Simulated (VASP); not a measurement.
Here is a VASP 6.6.1 calculation.

File INCAR:

```
SYSTEM = Cs4Sb
ALGO     = Fast           ! electronic algorithm
EDIFF    = 1E-7           ! SCF threshold, eV
ENCUT    = 520            ! plane-wave cutoff, eV
GGA      = PE             ! functional
ISIF     = 2              ! what is computed and relaxed
ISMEAR   = 0              ! smearing method
LASPH    = .TRUE.         ! aspherical terms in the spheres
LCHARG   = .TRUE.         ! write CHGCAR
LELF     = .TRUE.         ! ELF
LREAL    = .FALSE.        ! projectors in reciprocal space
LVHAR    = .TRUE.       
LWAVE    = .FALSE.        ! write WAVECAR
NBANDS   = 28             ! bands
NELM     = 80             ! most SCF steps
PREC     = Accurate       ! precision mode
SIGMA    = 0.1            ! smearing width, eV
```

File KPOINTS:

```
k-points
0
G
  4 4 4
  0 0 0
```

File POSCAR:

```
Cs4Sb
1.0
   -3.3992013300      3.3992013300      3.3992013300
    3.3992013300     -3.3992013300      3.3992013300
    3.3992013300      3.3992013300     -3.3992013300
Cs Sb
4 1
Direct
    0.5000000000      0.5000000000      0.5000000000
    0.0000000000      0.0000000000      0.5000000000
    0.0000000000      0.5000000000      0.0000000000
    0.5000000000      0.0000000000      0.0000000000
    0.0000000000      0.0000000000      0.0000000000
```

Potentials or basis: VASP PAW PBE potentials, release 64 (Cs_sv, Sb).

Run with:

```console
$ cat potpaw_PBE.64/Cs_sv/POTCAR potpaw_PBE.64/Sb/POTCAR > POTCAR
$ mpirun -np 1 vasp_std > vasp.out
```

What does it give for the pressure?

27.7 GPa.
